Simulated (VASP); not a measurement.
# Cu2Mo (F-43m) in VASP: further runs

The runs below take Cu2Mo through single point, relaxation of cell and atoms, with PBE.

All numbers are computed with VASP 6.6.1; they aren't measurements. Logs are shortened: lines on timing, memory, paths and dates and some standing lists are left out, and cuts for length are marked.

### 1 The cell of the first run

It takes space group F-43m (No. 216, cubic). The conventional cell has a = 5.631 Å, b = 5.631 Å, c = 5.631 Å, α = 90.00°, β = 90.00°, γ = 90.00°. Cu (site symmetry -43m) has 4 Cu at 2.44 Å and 6 Mo at 2.82 Å within 3.2 Å. Within 3.2 Å of Cu (site symmetry -43m) lie 4 Cu at 2.44 Å and 4 Mo at 2.44 Å. Within 3.2 Å of Mo (site symmetry -43m) lie 10 Cu at 2.44 to 2.82 Å.

### 2 Single point, PBE

File INCAR:

```
SYSTEM = Cu2Mo
  PREC = Accurate
  ENCUT = 520
  EDIFF = 1E-7
  ISMEAR = 0
  SIGMA = 0.1
  LREAL = .FALSE.
  LASPH = .TRUE.
  NELM = 100
  ALGO = Normal
  ISIF = 2
  LWAVE = .FALSE.
  LCHARG = .TRUE.
  GGA = PE
  LELF = .TRUE.
  LVHAR = .TRUE.
  NBANDS = 25
```

File KPOINTS:

```
Automatic mesh
0
G
  14 14 14
  0 0 0
```

File POSCAR:

```
Cu2Mo
1.0
    0.0000000000      2.8157208617      2.8157208617
    2.8157208617      0.0000000000      2.8157208617
    2.8157208617      2.8157208617      0.0000000000
Cu Mo
2 1
Direct
    0.7500000000      0.7500000000      0.7500000000
    0.0000000000      0.0000000000      0.0000000000
    0.2500000000      0.2500000000      0.2500000000
```

Potentials or basis: VASP PAW PBE potentials, release 64 (Cu, Mo_sv).

On the command line:

```
$ cat potpaw_PBE.64/Cu/POTCAR potpaw_PBE.64/Mo_sv/POTCAR > POTCAR
$ mpirun -np 1 vasp_std > vasp.out
```

OUTCAR:

```text
SYSTEM = Cu2Mo
   PREC = Accurate
   ENCUT = 520
   EDIFF = 1E-7
   ISMEAR = 0
   LREAL = .FALSE.
   LASPH = .TRUE.
   NELM = 100
   ISIF = 2
   GGA = PE

 ion  position               nearest neighbor table
   1  0.750  0.750  0.750-   2 2.44   2 2.44   2 2.44   2 2.44   3 2.82   3 2.82   3 2.82   3 2.82
                             3 2.82   3 2.82
   2  0.000  0.000  0.000-   1 2.44   1 2.44   1 2.44   3 2.44   3 2.44   3 2.44   3 2.44   1 2.44

   3  0.250  0.250  0.250-   2 2.44   2 2.44   2 2.44   2 2.44   1 2.82   1 2.82   1 2.82   1 2.82
                             1 2.82   1 2.82

  LATTYP: Found a face centered cubic cell.
 ALAT       =     5.6314417234

  Lattice vectors:

 A1 = (   0.0000000000,   2.8157208617,   2.8157208617)
 A2 = (   2.8157208617,   0.0000000000,   2.8157208617)
 A3 = (   2.8157208617,   2.8157208617,   0.0000000000)

Analysis of symmetry for initial positions (statically):
=====================================================================
 Subroutine PRICEL returns:
 Original cell was already a primitive cell.

 Routine SETGRP: Setting up the symmetry group for a
 face centered cubic supercell.

 Subroutine GETGRP returns: Found 24 space group operations
 (whereof 24 operations were pure point group operations)
 out of a pool of 48 trial point group operations.

The static configuration has the point symmetry T_d .

Analysis of symmetry for dynamics (positions and initial velocities):
=====================================================================
 Subroutine PRICEL returns:
 Original cell was already a primitive cell.

 Routine SETGRP: Setting up the symmetry group for a
 face centered cubic supercell.

 Subroutine GETGRP returns: Found 24 space group operations
 (whereof 24 operations were pure point group operations)
 out of a pool of 48 trial point group operations.

The dynamic configuration has the point symmetry T_d .

 Subroutine INISYM returns: Found 24 space group operations
 (whereof 24 operations are pure point group operations),
 and found     1 'primitive' translations

----------------------------------------------------------------------------------------

                                     Primitive cell

  volume of cell :      44.6477

  direct lattice vectors                    reciprocal lattice vectors
     0.000000000  2.815720862  2.815720862    -0.177574420  0.177574420  0.177574420
     2.815720862  0.000000000  2.815720862     0.177574420 -0.177574420  0.177574420
     2.815720862  2.815720862  0.000000000     0.177574420  0.177574420 -0.177574420

  length of vectors
     3.982030630  3.982030630  3.982030630     0.307567918  0.307567918  0.307567918

  position of ions in fractional coordinates (direct lattice)
     0.750000000  0.750000000  0.750000000
     0.000000000  0.000000000  0.000000000
     0.250000000  0.250000000  0.250000000

  ion indices of the primitive-cell ions
   primitive index   ion index
                 1           1
                 2           2
                 3           3

----------------------------------------------------------------------------------------

 KPOINTS: Automatic mesh

Automatic generation of k-mesh.
 Grid dimensions read from file:
 generate k-points for:   14   14   14

 Generating k-lattice:

  Cartesian coordinates                     Fractional coordinates (reciprocal lattice)
    -0.012683887  0.012683887  0.012683887     0.071428571  0.000000000  0.000000000
     0.012683887 -0.012683887  0.012683887     0.000000000  0.071428571  0.000000000
     0.012683887  0.012683887 -0.012683887     0.000000000  0.000000000  0.071428571

  Length of vectors
     0.021969137  0.021969137  0.021969137

  Shift w.r.t. Gamma in fractional coordinates (k-lattice)
     0.000000000  0.000000000  0.000000000

 Subroutine IBZKPT returns following result:
 ===========================================

 Found    104 irreducible k-points:

 Following reciprocal coordinates:
            Coordinates               Weight
  0.000000  0.000000  0.000000      1.000000
  0.071429  0.000000  0.000000      8.000000
  0.142857  0.000000  0.000000      8.000000
  0.214286  0.000000  0.000000      8.000000
  0.285714  0.000000  0.000000      8.000000
  0.357143  0.000000  0.000000      8.000000
[... 16 lines left out ...]
  0.214286  0.142857  0.000000     24.000000
  0.285714  0.142857  0.000000     24.000000
 [... further k-points ...]
   k-points           NKPTS =    104   k-points in BZ     NKDIM =    104   number of bands    NBANDS=     25
   number of dos      NEDOS =    301   number of ions     NIONS =      3
   total plane-waves  NPLWV =  27000
   dimension x,y,z NGX =    30 NGY =   30 NGZ =   30
   dimension x,y,z NGXF=    60 NGYF=   60 NGZF=   60
   ions per type =               2   1
   NGX,Y,Z   is equivalent  to a cutoff of  12.52, 12.52, 12.52 a.u.
   NGXF,Y,Z  is equivalent  to a cutoff of  25.05, 25.05, 25.05 a.u.
 SYSTEM =  Cu2Mo
   PREC   = accura    normal or accurate (medium, high low for compatibility)
   ISTART =      0    job   : 0-new  1-cont  2-samecut
   ICHARG =      2    charge: 1-file 2-atom 10-const
   ISPIN  =      1    spin polarized calculation?
   LNONCOLLINEAR =      F non collinear calculations
   LSORBIT =      F    spin-orbit coupling
   LASPH  =      T    aspherical Exc in radial PAW
   ENCUT  =  520.0 eV  38.22 Ry    6.18 a.u.   7.40  7.40  7.40*2*pi/ulx,y,z
   NELM   =    100;   NELMIN=  2; NELMDL= -5     # of ELM steps
   EDIFF  = 0.1E-06   stopping-criterion for ELM
   LREAL  =      F    real-space projection
   EDIFFG = 0.1E-05   stopping-criterion for IOM
   NSW    =      0    number of steps for IOM
   IBRION =     -1    ionic relax: 0-MD 1-quasi-New 2-CG
   NFREE  =      0    steps in history (QN), initial steepest desc. (CG)
   ISIF   =      2    stress and relaxation
   ISYM   =      2    0-nonsym 1-usesym 2-fastsym
   POTIM  = 0.5000    time-step for ionic-motion
   TEBEG  =    0.0;   TEEND  =   0.0 temperature during run
   PSTRESS=    0.0 pullay stress
   NELECT =      36.0000    total number of electrons
   NUPDOWN=      -1.0000    fix difference up-down
   EMIN   =  10.00;   EMAX   =-10.00  energy-range for DOS
   EFERMI =   0.00;   METHOD = LEGACY
   ISMEAR =     0;   SIGMA  =   0.10  broadening in eV -4-tet -1-fermi 0-gaus
   EFERMI_NEDOS =   21; number of points for ismear=-14 and -15
   IALGO  =     38    algorithm
   IMIX   =      4    mixing-type and parameters
     AMIX     =   0.40;   BMIX     =  1.00
     AMIX_MAG =   1.60;   BMIX_MAG =  1.00
  volume/ion in A,a.u.               =      14.88       100.43
  Fermi-wavevector in a.u.,A,eV,Ry     =   1.523735  2.879441 31.589570  2.321768
  Thomas-Fermi vector in A             =   2.632138
   LORBIT       =      0    0 simple, 1 ext, 2 COOP (PROOUT), +10 PAW based schemes
   GGA     = PE    functional components
   LHFCALC =     F    Hartree Fock is set to
   AEXX    =    0.0000 exact exchange contribution
   IVDW    =     0    specifies the selected vdW correction
   LEPSILON=     F    determine dielectric tensor
   LRPA    =     F    only Hartree local field effects (RPA)
 non-spin polarized calculation
 Gauss-broadening in eV      SIGMA  =   0.10
  energy-cutoff  :      520.00
  volume of cell :       44.65
 maximum number of plane-waves:      1243
 NGX is ok and might be reduce to    30
   NGX = 15   NGY = 15   NGZ = 15

 number of electron      36.0000027 magnetization

 Free energy of the ion-electron system (eV)
  ---------------------------------------------------
  ext. energy  EPLUGINS =         0.00000000
  ---------------------------------------------------
  free energy    TOTEN  =       -16.14984427 eV

  energy without entropy =      -16.14690597  energy(sigma->0) =      -16.14837512

 E-fermi :   7.9132     XC(G=0): -12.1559

 val. band max:        7.8878829466   @ k =   0.3571   0.2857   0.0000
 cond. band min:       7.9314748655   @ k =  -0.4286   0.5000   0.0714
 fundamental gap:      0.0435919189
 Fermi energy:         7.9132439964

 k-point     1 :       0.0000    0.0000    0.0000
  band No.  band energies     occupation
      1     -53.3761      2.00000
      2     -27.4351      2.00000
      3     -27.4351      2.00000
      4     -27.4351      2.00000
      5      -0.0237      2.00000
      6       3.0701      2.00000
[... 17 lines left out ...]
     24      16.1670      0.00000
     25      19.1102      0.00000

 k-point     2 :       0.0714    0.0000    0.0000
  band No.  band energies     occupation
      1     -53.3760      2.00000
      2     -27.4369      2.00000
      3     -27.4354      2.00000
      4     -27.4354      2.00000
      5       0.0585      2.00000
      6       3.0873      2.00000
[... 17 lines left out ...]
     24      16.2537      0.00000
     25      18.8115      0.00000

 k-point     3 :       0.1429    0.0000    0.0000
  band No.  band energies     occupation
      1     -53.3757      2.00000
      2     -27.4419      2.00000
      3     -27.4361      2.00000
      4     -27.4361      2.00000
      5       0.3007      2.00000
      6       3.1376      2.00000
[... 17 lines left out ...]
     24      16.3714      0.00000
     25      18.3131      0.00000

 k-point     4 :       0.2143    0.0000    0.0000
  band No.  band energies     occupation
      1     -53.3752      2.00000
      2     -27.4491      2.00000
      3     -27.4372      2.00000
      4     -27.4372      2.00000
      5       0.6879      2.00000
      6       3.2157      2.00000
[... 17 lines left out ...]
     24      16.1980      0.00000
     25      18.0232      0.00000
[... 477 lines left out ...]
 k-point    22 :       0.1429    0.1429    0.0000
  band No.  band energies     occupation
      1     -53.3755      2.00000
      2     -27.4422      2.00000
      3     -27.4373      2.00000
      4     -27.4373      2.00000
      5       0.4051      2.00000
      6       3.0991      2.00000
[... 17 lines left out ...]
     24      16.5545      0.00000
     25      17.4628      0.00000

 k-point    23 :       0.2143    0.1429    0.0000
  band No.  band energies     occupation
      1     -53.3752      2.00000
      2     -27.4469      2.00000
      3     -27.4385      2.00000
      4     -27.4383      2.00000
      5       0.6858      2.00000
      6       3.1160      2.00000
[... 17 lines left out ...]
     24      16.6540      0.00000
     25      16.9170      0.00000

 k-point    24 :       0.2857    0.1429    0.0000
  band No.  band energies     occupation
      1     -53.3748      2.00000
      2     -27.4532      2.00000
      3     -27.4397      2.00000
      4     -27.4396      2.00000
      5       1.0958      2.00000
      6       3.1549      2.00000
[... 17 lines left out ...]
     24      16.4185      0.00000
     25      17.2920      0.00000

 [... further k-points ...]
[... 5 lines left out ...]
  --------------------------------------------------------------------------------------
  -------------------------------------------------------------------------------------
  Total        0.1219460      0.1219460      0.1219460      0.0000000      0.0000000     -0.0000000
  in kB        4.3760192      4.3760192      4.3760192      0.0000000      0.0000000     -0.0000000
  external PRESSURE =       4.3760192 kB  Pullay stress =       0.0000000 kB

 VOLUME and BASIS-vectors are now :
 -----------------------------------------------------------------------------
  energy-cutoff  :      520.00
  volume of cell :       44.65
      direct lattice vectors                 reciprocal lattice vectors
     0.000000000  2.815720862  2.815720862    -0.177574420  0.177574420  0.177574420
     2.815720862  0.000000000  2.815720862     0.177574420 -0.177574420  0.177574420
     2.815720862  2.815720862  0.000000000     0.177574420  0.177574420 -0.177574420

 POSITION                                       TOTAL-FORCE (eV/Angst)
 -----------------------------------------------------------------------------------
      4.22358      4.22358      4.22358        -0.000000     -0.000000     -0.000000
      0.00000      0.00000      0.00000         0.000000      0.000000      0.000000
      1.40786      1.40786      1.40786        -0.000000     -0.000000     -0.000000
 -----------------------------------------------------------------------------------
    total drift:                               -0.000001     -0.000001     -0.000001

  FREE ENERGIE OF THE ION-ELECTRON SYSTEM (eV)
  ---------------------------------------------------
  free  energy   TOTEN  =       -16.1498442656 eV

  energy  without entropy=      -16.1469059724  energy(sigma->0) =      -16.14837512
```

It took 2.3 min on 1 thread of AMD EPYC 7R43 (Zen 3), shared host; peak memory 0.21 GiB.

Results:

| Item | Value |
| --- | --- |
| Free energy | -16.1498 eV |
| Pressure | 0.4 GPa |
| Band gap on the k mesh | zero (band 18 reaches 8.36 eV, above the bottom of band 19 at 7.74 eV) |

Levels at points of the mesh, in eV from the Fermi level:
| k point | band 14 | band 15 | band 16 | band 17 | band 18 | band 19 | band 20 | band 21 | band 22 | band 23 |
| --- | --- | --- | --- | --- | --- | --- | --- | --- | --- | --- |
| (0.00, 0.00, 0.00) | -2.54 | -2.54 | -0.37 | -0.37 | -0.37 | 0.91 | 0.91 | 6.98 | 6.98 | 6.98 |
| (0.50, 0.00, 0.00) | -2.53 | -2.53 | -2.05 | -1.27 | -1.27 | 0.46 | 0.46 | 1.36 | 7.36 | 7.39 |
| (0.50, 0.50, 0.00) | -2.49 | -2.29 | -1.70 | -0.15 | 0.45 | 0.45 | 0.80 | 1.89 | 1.89 | 2.76 |

### 3 Relaxation of cell and atoms, PBE

This run uses another cell than the first one, of 14.85 Å³/atom, 0.998 times its volume.

File INCAR:

```
  PREC = Accurate
  ENCUT = 600
  EDIFF = 1E-6
  ISMEAR = 0
  SIGMA = 0.1
  LREAL = False
  LASPH = True
  NELM = 80
  ALGO = Fast
  ISIF = 3
  LWAVE = False
  LCHARG = False
  GGA = PE
  IBRION = 2
  NSW = 100
  EDIFFG = -0.01
```

File KPOINTS:

```
Automatic mesh
0
Gamma
  14 14 14
```

File POSCAR:

```
Cu2Mo
1.0
    0.0000000000      2.8133995600      2.8133995600
    2.8133995600      0.0000000000      2.8133995600
    2.8133995600      2.8133995600      0.0000000000
Cu Mo
2 1
Direct
    0.7500000000      0.7500000000      0.7500000000
    0.0000000000      0.0000000000      0.0000000000
    0.2500000000      0.2500000000      0.2500000000
```

Potentials or basis: VASP PAW PBE potentials, release 64 (Cu, Mo_sv).

On the command line:

```
$ cat potpaw_PBE.64/Cu/POTCAR potpaw_PBE.64/Mo_sv/POTCAR > POTCAR
$ mpirun -np 1 vasp_std > vasp.out
```

OUTCAR:

```text
PREC = Accurate
   ENCUT = 600
   EDIFF = 1E-6
   ISMEAR = 0
   LREAL = False
   LASPH = True
   NELM = 80
   ISIF = 3
   GGA = PE
   IBRION = 2
   NSW = 100
   EDIFFG = -0.01

 ion  position               nearest neighbor table
   1  0.750  0.750  0.750-   2 2.44   2 2.44   2 2.44   2 2.44   3 2.81   3 2.81   3 2.81   3 2.81
                             3 2.81   3 2.81
   2  0.000  0.000  0.000-   1 2.44   1 2.44   1 2.44   3 2.44   3 2.44   3 2.44   3 2.44   1 2.44

   3  0.250  0.250  0.250-   2 2.44   2 2.44   2 2.44   2 2.44   1 2.81   1 2.81   1 2.81   1 2.81
                             1 2.81   1 2.81

  LATTYP: Found a face centered cubic cell.
 ALAT       =     5.6267991200

  Lattice vectors:

 A1 = (   0.0000000000,   2.8133995600,   2.8133995600)
 A2 = (   2.8133995600,   0.0000000000,   2.8133995600)
[... 290 lines left out ...]

 number of electron      36.0000001 magnetization

 Free energy of the ion-electron system (eV)
  ---------------------------------------------------
  ext. energy  EPLUGINS =         0.00000000
  ---------------------------------------------------
  free energy    TOTEN  =       -16.14998023 eV

  energy without entropy =      -16.14702718  energy(sigma->0) =      -16.14850370

 E-fermi :   7.8883     XC(G=0): -12.1450

 val. band max:        7.8629696617   @ k =   0.3571   0.2857   0.0000
 cond. band min:       7.9067126224   @ k =  -0.4286   0.5000   0.0714
 fundamental gap:      0.0437429607
 Fermi energy:         7.8883231633

 k-point     1 :       0.0000    0.0000    0.0000
  band No.  band energies     occupation
      1     -53.4015      2.00000
      2     -27.4603      2.00000
      3     -27.4603      2.00000
      4     -27.4603      2.00000
      5      -0.0369      2.00000
      6       3.0565      2.00000
[... 589 lines left out ...]
     21      12.0669      0.00000
     22      13.7281      0.00000

 [... further k-points ...]
[... 5 lines left out ...]
  --------------------------------------------------------------------------------------
  -------------------------------------------------------------------------------------
  Total        0.0256378      0.0256378      0.0256378      0.0000000      0.0000000      0.0000000
  in kB        0.9181947      0.9181947      0.9181947      0.0000000      0.0000000      0.0000000
  external PRESSURE =       0.9181947 kB  Pullay stress =       0.0000000 kB
[... 18 lines left out ...]
  FREE ENERGIE OF THE ION-ELECTRON SYSTEM (eV)
  ---------------------------------------------------
  free  energy   TOTEN  =       -16.1499802254 eV

  energy  without entropy=      -16.1470271783  energy(sigma->0) =      -16.14850370

 reached required accuracy - stopping structural energy minimisation
```

CONTCAR:

```text
Cu2Mo
   1.00000000000000
     0.0000000000000000    2.8175763533594704    2.8175763533594704
     2.8175763533594704   -0.0000000000000000    2.8175763533594704
     2.8175763533594704    2.8175763533594704    0.0000000000000000
  Cu              Mo
     2     1
Direct
     0.7500000000000000    0.7500000000000000    0.7500000000000000
     0.0000000000000000    0.0000000000000000    0.0000000000000000
     0.2500000000000000    0.2500000000000000    0.2500000000000000

  0.00000000E+00  0.00000000E+00  0.00000000E+00
  0.00000000E+00  0.00000000E+00  0.00000000E+00
  0.00000000E+00  0.00000000E+00  0.00000000E+00
```

It took 12 min on 1 thread of AMD EPYC 7R13, shared host; peak memory 0.25 GiB.

What came out:

```yaml
Free_energy: -16.1500 eV
Relaxed_volume: 14.91 Å³/atom
Relaxed_cell: a = 3.985 Å, b = 3.985 Å, c = 3.985 Å, α = 60.00°, β = 60.00°, γ = 60.00°
Space_group_after_relaxing_to_0.05_Å: F-43m (No. 216)
Energy_gained_by_relaxing: 0.2 meV/atom
Ionic_steps: 4
Pressure_after_relaxing: 0.1 GPa
Band_gap_on_the_k_mesh: zero (band 18 reaches 8.34 eV, above the bottom of band 19 at 7.71 eV)
```

The path:
```tsv
step	energy change (eV)	largest force (eV/Å)	pressure (GPa)	volume (Å³)
1	0.0000	0.0000	0.82	44.54
2	0.0000	0.0000	-1.08	45.03
3	-0.0006	0.0000	-0.26	44.80
4	-0.0006	0.0000	0.09	44.74
```

Final structure:
```
Cu Mo
1.0
     0.00000    2.81758    2.81758
     2.81758    0.00000    2.81758
     2.81758    2.81758    0.00000
Cu Mo
2 1
Cartesian
  4.2264 4.2264 4.2264
  0.0000 0.0000 0.0000
  1.4088 1.4088 1.4088
```
